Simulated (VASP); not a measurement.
# TiCo (Pm-3m) in VASP: a series of runs

TiCo is run at these levels: PBE; tasks: single point.

Program: VASP 6.6.1. These are calculated values, not measurements. Logs are shortened: lines on timing, memory, paths and dates and some standing lists are left out, and cuts for length are marked.

## 1. The cell of the first run

Symmetry: Pm-3m, No. 221, cubic system. Conventional cell: a = 2.986 Å, b = 2.986 Å, c = 2.986 Å, α = 90.00°, β = 90.00°, γ = 90.00°. Ti (site symmetry m-3m) has 8 Co at 2.59 Å and 6 Ti at 2.99 Å within 3.4 Å. Within 3.4 Å of Co (site symmetry m-3m) lie 8 Ti at 2.59 Å and 6 Co at 2.99 Å.

## 2. Single point, PBE, collinear spin, ferromagnetic start

The input, INCAR:

```
SYSTEM = TiCo
PREC = Accurate
ENCUT = 520
EDIFF = 1E-6
ISMEAR = -1
SIGMA = 0.03
LREAL = .False.
LASPH = .True.
NELM = 150
ALGO = Normal
ISIF = 2
LWAVE = .False.
LCHARG = .True.
ISPIN = 2
MAGMOM = 0 0 -1 -1
LORBIT = 11
LMAXMIX = 4
GGA = PE
LELF = .True.
LVHAR = .True.
NBANDS = 33
```

The input, KPOINTS:

```
Automatic mesh
0
Gamma
  12 12 12
  0 0 0
```

The input, POSCAR:

```
TiCo
1.0
    2.9861109900      2.9861109900      0.0000000000
    2.9861109900      0.0000000000      2.9861109900
    2.9861109900      0.0000000000     -2.9861109900
Ti Co
2 2
Direct
    0.0000000000      0.0000000000      0.0000000000
    0.0000000000      0.5000000000      0.5000000000
    0.5000000000      0.2500000000      0.7500000000
    0.5000000000      0.7500000000      0.2500000000
```

Potentials or basis: VASP PAW PBE potentials, release 64 (Ti_sv, Co).

Launch:

```sh
> cat potpaw_PBE.64/Ti_sv/POTCAR potpaw_PBE.64/Co/POTCAR > POTCAR
> mpirun -np 1 vasp_std > vasp.out
```

OUTCAR:

```text
SYSTEM = TiCo
   PREC = Accurate
   ENCUT = 520
   EDIFF = 1E-6
   ISMEAR = -1
   LREAL = .False.
   LASPH = .True.
   NELM = 150
   ISIF = 2
   ISPIN = 2
   LORBIT = 11
   GGA = PE

 ion  position               nearest neighbor table
   1  0.000  0.000  0.000-   3 2.59   4 2.59   3 2.59   4 2.59   3 2.59   4 2.59   3 2.59   4 2.59

   2  0.000  0.500  0.500-   4 2.59   3 2.59   4 2.59   3 2.59   4 2.59   3 2.59   3 2.59   4 2.59

   3  0.500  0.250  0.750-   2 2.59   1 2.59   2 2.59   1 2.59   2 2.59   1 2.59   1 2.59   2 2.59
                             4 2.99   4 2.99   4 2.99   4 2.99   4 2.99   4 2.99
   4  0.500  0.750  0.250-   1 2.59   2 2.59   1 2.59   2 2.59   1 2.59   2 2.59   1 2.59   2 2.59
                             3 2.99   3 2.99   3 2.99   3 2.99   3 2.99   3 2.99

  LATTYP: Found a face centered cubic cell.
 ALAT       =     5.9722219800

  Lattice vectors:

 A1 = (   2.9861109900,   2.9861109900,   0.0000000000)
 A2 = (   2.9861109900,   0.0000000000,  -2.9861109900)
 A3 = (   0.0000000000,   2.9861109900,  -2.9861109900)

Analysis of symmetry for initial positions (statically):
=====================================================================
 Subroutine PRICEL returns following result:

  LATTYP: Found a simple cubic cell.
 ALAT       =     2.9861109900
[... 12 lines left out ...]
 Subroutine GETGRP returns: Found 48 space group operations
[... 5 lines left out ...]
Analysis of symmetry for dynamics (positions and initial velocities):
=====================================================================
 Subroutine PRICEL returns following result:

  LATTYP: Found a simple cubic cell.
 ALAT       =     2.9861109900
[... 12 lines left out ...]
 Subroutine GETGRP returns: Found 48 space group operations
 (whereof 48 operations were pure point group operations)
 out of a pool of 48 trial point group operations.

The dynamic configuration has the point symmetry O_h .

Analysis of structural, dynamic, and magnetic symmetry:
=====================================================================
 Subroutine PRICEL returns following result:

  LATTYP: Found a simple cubic cell.
 ALAT       =     2.9861109900
[... 12 lines left out ...]
 Subroutine GETGRP returns: Found 48 space group operations
 (whereof 48 operations were pure point group operations)
 out of a pool of 48 trial point group operations.

The overall configuration has the point symmetry O_h .

 Subroutine INISYM returns: Found 48 space group operations
 (whereof 48 operations are pure point group operations),
 and found     2 'primitive' translations

----------------------------------------------------------------------------------------

                                     Primitive cell

  volume of cell :      26.6267

  direct lattice vectors                    reciprocal lattice vectors
     0.000000000  2.986110990  0.000000000     0.000000000  0.334883735  0.000000000
     0.000000000  0.000000000  2.986110990     0.000000000  0.000000000  0.334883735
     2.986110990  0.000000000  0.000000000     0.334883735  0.000000000  0.000000000

  length of vectors
     2.986110990  2.986110990  2.986110990     0.334883735  0.334883735  0.334883735

  position of ions in fractional coordinates (direct lattice)
     0.000000000  0.000000000  0.000000000
     0.500000000  0.500000000  0.500000000

  ion indices of the primitive-cell ions
   primitive index   ion index
                 1           1
                 2           3

----------------------------------------------------------------------------------------

 KPOINTS: Automatic mesh

Automatic generation of k-mesh.
 Grid dimensions read from file:
 generate k-points for:   12   12   12

 Generating k-lattice:

  Cartesian coordinates                     Fractional coordinates (reciprocal lattice)
     0.000000000  0.027906978  0.000000000     0.083333333  0.000000000  0.000000000
     0.013953489 -0.013953489  0.013953489     0.000000000  0.083333333  0.000000000
     0.013953489 -0.013953489 -0.013953489     0.000000000  0.000000000  0.083333333

  Length of vectors
     0.027906978  0.024168152  0.024168152

  Shift w.r.t. Gamma in fractional coordinates (k-lattice)
     0.000000000  0.000000000  0.000000000

 Subroutine IBZKPT returns following result:
 ===========================================

 Found     72 irreducible k-points:

 Following reciprocal coordinates:
            Coordinates               Weight
  0.000000  0.000000  0.000000      1.000000
  0.083333  0.000000  0.000000      6.000000
  0.166667  0.000000  0.000000      6.000000
  0.250000  0.000000  0.000000      6.000000
  0.333333  0.000000  0.000000      6.000000
  0.416667  0.000000  0.000000      6.000000
[... 16 lines left out ...]
  0.333333  0.250000  0.000000     24.000000
  0.416667  0.250000  0.000000     24.000000
 [... further k-points ...]
   k-points           NKPTS =     72   k-points in BZ     NKDIM =     72   number of bands    NBANDS=     33
   number of dos      NEDOS =    301   number of ions     NIONS =      4
   total plane-waves  NPLWV =  32768
   dimension x,y,z NGX =    32 NGY =   32 NGZ =   32
   dimension x,y,z NGXF=    64 NGYF=   64 NGZF=   64
   ions per type =               2   2
   NGX,Y,Z   is equivalent  to a cutoff of  12.60, 12.60, 12.60 a.u.
   NGXF,Y,Z  is equivalent  to a cutoff of  25.19, 25.19, 25.19 a.u.
 SYSTEM =  TiCo
   PREC   = accura    normal or accurate (medium, high low for compatibility)
   ISTART =      0    job   : 0-new  1-cont  2-samecut
   ICHARG =      2    charge: 1-file 2-atom 10-const
   ISPIN  =      2    spin polarized calculation?
   LNONCOLLINEAR =      F non collinear calculations
   LSORBIT =      F    spin-orbit coupling
   LASPH  =      T    aspherical Exc in radial PAW
   ENCUT  =  520.0 eV  38.22 Ry    6.18 a.u.   7.85  7.85  7.85*2*pi/ulx,y,z
   NELM   =    150;   NELMIN=  2; NELMDL= -5     # of ELM steps
   EDIFF  = 0.1E-05   stopping-criterion for ELM
   LREAL  =      F    real-space projection
   EDIFFG = 0.1E-04   stopping-criterion for IOM
   NSW    =      0    number of steps for IOM
   IBRION =     -1    ionic relax: 0-MD 1-quasi-New 2-CG
   NFREE  =      0    steps in history (QN), initial steepest desc. (CG)
   ISIF   =      2    stress and relaxation
   ISYM   =      2    0-nonsym 1-usesym 2-fastsym
   POTIM  = 0.5000    time-step for ionic-motion
   TEBEG  =    0.0;   TEEND  =   0.0 temperature during run
   PSTRESS=    0.0 pullay stress
   NELECT =      42.0000    total number of electrons
   NUPDOWN=      -1.0000    fix difference up-down
   EMIN   =  10.00;   EMAX   =-10.00  energy-range for DOS
   EFERMI =   0.00;   METHOD = LEGACY
   ISMEAR =    -1;   SIGMA  =   0.03  broadening in eV -4-tet -1-fermi 0-gaus
   EFERMI_NEDOS =   21; number of points for ismear=-14 and -15
   IALGO  =     38    algorithm
   IMIX   =      4    mixing-type and parameters
     AMIX     =   0.40;   BMIX     =  1.00
     AMIX_MAG =   1.60;   BMIX_MAG =  1.00
  volume/ion in A,a.u.               =      13.31        89.84
  Fermi-wavevector in a.u.,A,eV,Ry     =   1.512546  2.858298 31.127355  2.287796
  Thomas-Fermi vector in A             =   2.622456
   LORBIT       =     11    0 simple, 1 ext, 2 COOP (PROOUT), +10 PAW based schemes
   GGA     = PE    functional components
   LHFCALC =     F    Hartree Fock is set to
   AEXX    =    0.0000 exact exchange contribution
   IVDW    =     0    specifies the selected vdW correction
   LEPSILON=     F    determine dielectric tensor
   LRPA    =     F    only Hartree local field effects (RPA)
 spin polarized calculation
  energy-cutoff  :      520.00
  volume of cell :       53.25
 maximum number of plane-waves:      1459
   NGX = 15   NGY = 15   NGZ = 15

 number of electron      42.0000020 magnetization      -1.7742384

 Free energy of the ion-electron system (eV)
  ---------------------------------------------------
  ext. energy  EPLUGINS =         0.00000000
  ---------------------------------------------------
  free energy    TOTEN  =       -31.35669046 eV

  energy without entropy =      -31.34681325  energy(sigma->0) =      -31.35175186

 E-fermi :   9.9319     XC(G=0): -12.5757

 val. band max:        9.9186669721   @ k =   0.4167   0.3333   0.0000
 cond. band min:       9.9349685964   @ k =   0.5000   0.3333   0.0000
 fundamental gap:      0.0163016243
 Fermi energy:         9.9319111919

 spin component 1

 k-point     1 :       0.0000    0.0000    0.0000
  band No.  band energies     occupation
      1     -47.2382      1.00000
      2     -47.1481      1.00000
      3     -23.5565      1.00000
      4     -23.5565      1.00000
      5     -23.5565      1.00000
      6     -23.3311      1.00000
[... 853 lines left out ...]
     32      15.5646      0.00000
     33      18.3011      0.00000

 [... further k-points ...]

 spin component 2

 k-point     1 :       0.0000    0.0000    0.0000
  band No.  band energies     occupation
      1     -47.2297      1.00000
      2     -47.1404      1.00000
      3     -23.5445      1.00000
      4     -23.5445      1.00000
      5     -23.5445      1.00000
      6     -23.3217      1.00000
[... 853 lines left out ...]
     32      15.4898      0.00000
     33      18.1546      0.00000

 [... further k-points ...]

------------------------ aborting loop because EDIFF is reached ----------------------------------------

  FORCE on cell =-STRESS in cart. coord.  units (eV):
  Direction    XX          YY          ZZ          XY          YZ          ZX
  --------------------------------------------------------------------------------------
  -------------------------------------------------------------------------------------
  Total       -0.1652643     -0.1652643     -0.1652643      0.0000000      0.0000000      0.0000000
  in kB       -4.9721230     -4.9721230     -4.9721230      0.0000000      0.0000000      0.0000000
  external PRESSURE =      -4.9721230 kB  Pullay stress =       0.0000000 kB

 VOLUME and BASIS-vectors are now :
 -----------------------------------------------------------------------------
  energy-cutoff  :      520.00
  volume of cell :       53.25
      direct lattice vectors                 reciprocal lattice vectors
     2.986110990  2.986110990  0.000000000     0.000000000  0.334883735  0.000000000
     2.986110990  0.000000000  2.986110990     0.167441867 -0.167441867  0.167441867
     2.986110990  0.000000000 -2.986110990     0.167441867 -0.167441867 -0.167441867

 POSITION                                       TOTAL-FORCE (eV/Angst)
 -----------------------------------------------------------------------------------
      0.00000      0.00000      0.00000         0.000000      0.000000     -0.000000
      2.98611      0.00000      0.00000         0.000000     -0.000000     -0.000000
      4.47917      1.49306     -1.49306        -0.000000      0.000000      0.000000
      4.47917      1.49306      1.49306        -0.000000      0.000000     -0.000000
 -----------------------------------------------------------------------------------
    total drift:                                0.000000      0.000000      0.000000

  FREE ENERGIE OF THE ION-ELECTRON SYSTEM (eV)
  ---------------------------------------------------
  free  energy   TOTEN  =       -31.3566904647 eV

  energy  without entropy=      -31.3468132485  energy(sigma->0) =      -31.35175186

 total charge

# of ion       s       p       d       tot
------------------------------------------
    1        2.247   6.181   1.856  10.284
    2        2.247   6.181   1.856  10.284
    3        0.526   0.463   7.299   8.287
    4        0.526   0.463   7.299   8.287
--------------------------------------------------
tot          5.546  13.287  18.309  37.142

 magnetization (x)

# of ion       s       p       d       tot
------------------------------------------
    1        0.002   0.012   0.013   0.028
    2        0.002   0.012   0.013   0.028
    3       -0.029   0.003  -0.935  -0.961
    4       -0.029   0.003  -0.935  -0.961
--------------------------------------------------
tot         -0.053   0.030  -1.843  -1.866
```

Run time: 3.1 min. Hardware: 1 thread of AMD EPYC 9R45 (Zen 5), shared host; peak memory 0.3 GiB.

What came out:

```
Free energy                                           : -31.3567 eV
Pressure                                              : -0.5 GPa
Net moment                                            : -1.77 μB per cell
Site moments                                          : Ti +0.03; Co -0.96 μB
Valence electrons inside the program's atomic spheres : Ti 10.28; Co 8.29
```

## 3. Single point, PBE

The input, INCAR:

```
SYSTEM = TiCo
ALGO = Normal
EDIFF = 1E-7
ENCUT = 520
GGA = PE
ISIF = 2
ISMEAR = -1
LASPH = .True.
LCHARG = .False.
LREAL = .False.
LWAVE = .False.
NBANDS = 29
NELM = 80
PREC = Accurate
SIGMA = 0.03
```

The input, KPOINTS:

```
k-points
0
Gamma
  12 12 12
  0 0 0
```

POSCAR is that of step 2.

Potentials or basis: VASP PAW PBE potentials, release 64 (Ti_sv, Co).

Launch:

```sh
> cat potpaw_PBE.64/Ti_sv/POTCAR potpaw_PBE.64/Co/POTCAR > POTCAR
> mpirun -np 1 vasp_std > vasp.out
```

Wall time 2.7 min (1 thread of Oxide Virtual Turin-like, shared host); peak memory 0.2 GiB.

Results (log left out):

```
Free energy            : -31.2745 eV
Pressure               : -2.9 GPa
Band gap on the k mesh : zero (band 21 reaches 10.60 eV, above the bottom of band 22 at 9.35 eV)
```

Levels at points of the mesh, in eV from the Fermi level:
```tsv
k point	band 18	band 19	band 20	band 21	band 22	band 23	band 24	band 25
(0.00, 0.00, 0.00)	-1.45	-1.45	-1.45	-0.55	-0.55	0.77	0.77	2.69
(0.50, 0.00, 0.00)	-1.03	-0.79	-0.59	-0.15	0.11	0.63	0.63	0.64
(0.00, 0.50, 0.00)	-2.11	-2.11	-2.11	0.69	0.69	0.69	0.69	1.57
```

Spin polarisation is off, so any magnetic state and its effect on volume and gap are missing.

(Continued in part 2 of 2.)
